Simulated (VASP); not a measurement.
# RbTe2: relaxation of cell and atoms with PBE

The system is RbTe2.

```
Rb Te
1.0
     0.00000    3.73944    3.73944
     3.73944    0.00000    3.73944
     3.73944    3.73944    0.00000
Rb Te
1 2
Direct
  0.00000 0.00000 0.00000
  0.25000 0.25000 0.25000
  0.75000 0.75000 0.75000
```

| Item | Value |
| --- | --- |
| Program | VASP 6.6.1 |
| Task | relaxation of cell and atoms |
| Functional | PBE |
| Potentials or basis | VASP PAW PBE potentials, release 64 (Rb_sv, Te) |
| Cutoff | 600 eV |
| k mesh | 4 × 4 × 4 |
| Occupations | gaussian, width 0.1 eV |
| Spin | no spin polarisation |
| Dipole correction | no |
| Further INCAR settings | ALGO = Normal; EDIFF = 1e-06; IBRION = 2; EDIFFG = -0.04; NSW = 90; ISIF = 3 |

```json
{
 "Relaxed volume": "43.53 Å³/atom",
 "Relaxed cell": "a = 5.695 Å, b = 5.695 Å, c = 5.695 Å, α = 60.00°, β = 60.00°, γ = 60.00°",
 "Space group after relaxing (to 0.1 Å)": "Fm-3m (No. 225)",
 "Energy gained by relaxing": "122.5 meV/atom",
 "Ionic steps": "4",
 "Pressure after relaxing": "0.0 GPa",
 "Band gap on the k mesh": "zero (an odd number of electrons rules out a gap without spin polarisation)"
}
```

Step by step:
```
step  energy change (eV)  largest force (eV/Å)  pressure (GPa)  volume (Å³)
   1              0.0000                0.0000            5.65       104.58
   2             -0.3527                0.0000            0.80       124.32
   3             -0.3658                0.0000           -0.23       132.56
   4             -0.3674                0.0000           -0.01       130.59
```

Final structure:
```
Rb Te
1.0
     0.00000    4.02678    4.02678
     4.02678    0.00000    4.02678
     4.02678    4.02678    0.00000
Rb Te
1 2
Direct
  0.00000 0.00000 0.00000
  0.25000 0.25000 0.25000
  0.75000 0.75000 0.75000
```

Levels at points of the mesh, in eV from the Fermi level:
| k point | band 8 | band 9 | band 10 | band 11 | band 12 | band 13 |
| --- | --- | --- | --- | --- | --- | --- |
| (0.00, 0.00, 0.00) | -1.76 | -1.76 | 0.33 | 0.33 | 0.33 | 4.50 |
| (0.50, 0.00, 0.00) | -1.15 | -1.09 | -0.94 | -0.66 | -0.66 | 5.81 |
| (0.50, 0.50, 0.00) | -1.66 | -1.66 | 0.39 | 0.39 | 0.89 | 3.97 |

Wall time 2.4 min on 1 thread of Intel Xeon 8259CL, on a shared host, peak memory 0.27 GiB.

Caveat: the k points lie up to 0.34 Å⁻¹ apart in the final cell, too coarse for converged energies and pressures of a metal; the volume moved by over 15 % at a fixed basis, so the end points are rough; spin-orbit coupling is left out, which moves the levels of the heavy elements.
